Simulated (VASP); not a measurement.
TiGe6Mo2:

```
CELL_PARAMETERS angstrom
0.00000 4.38079 7.53808
2.51269 0.00000 7.53808
2.51269 4.38079 0.00000
ATOMIC_POSITIONS crystal
Ti 0.00000 0.00000 0.00000
Ge 0.66167 0.33833 0.66167
Ge 0.99501 0.67166 0.32834
Ge 0.32834 0.00499 0.99501
Ge 0.33833 0.66167 0.33833
Ge 0.67166 0.99501 0.00499
Ge 0.00499 0.32834 0.67166
Mo 0.33333 0.33333 0.66667
Mo 0.66667 0.66667 0.33333
```

- Program: VASP 6.6.1
- Task: relaxation of cell and atoms
- Functional: PBE
- Potentials or basis: VASP PAW PBE potentials, release 64 (Ti_sv, Ge_d, Mo_sv)
- Cutoff: 600 eV
- k mesh: 4 × 4 × 4
- Occupations: gaussian, width 0.1 eV
- Spin: no spin polarisation

At the start: pressure -16.1 GPa; volume 18.44 Å³/atom.

Question: Where does the relaxation end?

Answer: Over 7 steps the energy falls by 163.5 meV/atom and the volume is 15.68 Å³/atom (-15.0 %); space group Fmmm (No. 69, to 0.1 Å) before and after.

The path:
```tsv
step	energy change (eV)	largest force (eV/Å)	pressure (GPa)	volume (Å³)
1	0.0000	0.3728	-16.09	165.95
2	-0.4246	0.7823	23.13	125.33
3	-1.4630	0.1625	-0.44	141.62
4	-1.4635	0.1698	0.02	141.16
5	-1.4711	0.0545	0.09	140.99
6	-1.4712	0.0455	0.07	140.97
7	-1.4716	0.0191	-0.07	141.09
```

Final structure:
```
CELL_PARAMETERS angstrom
0.00000 4.17103 7.10786
2.37944 0.00000 7.10786
2.37944 4.17103 0.00000
ATOMIC_POSITIONS crystal
Ti 0.00000 0.00000 0.00000
Ge 0.66167 0.33833 0.66167
Ge 0.99456 0.67059 0.32941
Ge 0.32941 0.00544 0.99456
Ge 0.33833 0.66167 0.33833
Ge 0.67059 0.99456 0.00544
Ge 0.00544 0.32941 0.67059
Mo 0.33339 0.33339 0.66661
Mo 0.66661 0.66661 0.33339
```

Caveat: the k points lie up to 0.40 Å⁻¹ apart in the final cell, too coarse for converged energies and pressures of a metal.
